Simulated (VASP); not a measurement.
Here is a VASP 6.6.1 calculation.

Contents of POSCAR:

```
KBr
1.0
    0.0000000000      3.2196916193      3.3244293903
    3.2196916193      0.0000000000      3.3244293903
    3.2196916193      3.2196916193      0.0000000000
K Br
1 1
Direct
    0.0000000000      0.0000000000      0.0000000000
    0.5000000000      0.5000000000      0.5000000000
```

INCAR.step1

```
SYSTEM = KBr
PREC = Accurate ; ENCUT = 520
ISMEAR = 0 ; SIGMA = 0.01
LREAL = .False. ; LASPH = .True.
NELM = 100 ; NBANDS = 15
GGA = PE ; ALGO = Normal
EDIFF = 1E-4 ; LWAVE = .True.
LCHARG = .False.
```

The input INCAR.step2:

```
SYSTEM = KBr
PREC = Accurate ; ENCUT = 520
EDIFF = 1E-7 ; ISMEAR = 0
SIGMA = 0.01 ; LREAL = .False.
LASPH = .True. ; NELM = 100
ALGO = Normal ; ISIF = 2
LWAVE = .False. ; LCHARG = .False.
METAGGA = R2SCAN ; LMIXTAU = .True.
NBANDS = 15 ; ISTART = 1
```

File KPOINTS:

```
regular mesh
0
Gamma
  6 6 6
  0 0 0
```

Potentials or basis: VASP PAW PBE potentials, release 64 (K_sv, Br).

Run with:

```console
$ cat potpaw_PBE.64/K_sv/POTCAR potpaw_PBE.64/Br/POTCAR > POTCAR
$ cp INCAR.step1 INCAR
$ mpirun -np 1 vasp_std > vasp.out
$ cp INCAR.step2 INCAR
$ mpirun -np 1 vasp_std > vasp.out
```

(1) What does it give for the pressure?

(2) Estimate the band gap on the k mesh.

Results:

(1) 0.9 GPa.

(2) 5.19 eV.

Caveat: the cell differs from its parent crystal (epitaxial xy strain -2.5%); the PAW data sets were made with another functional, which shifts forces and pressure a little.
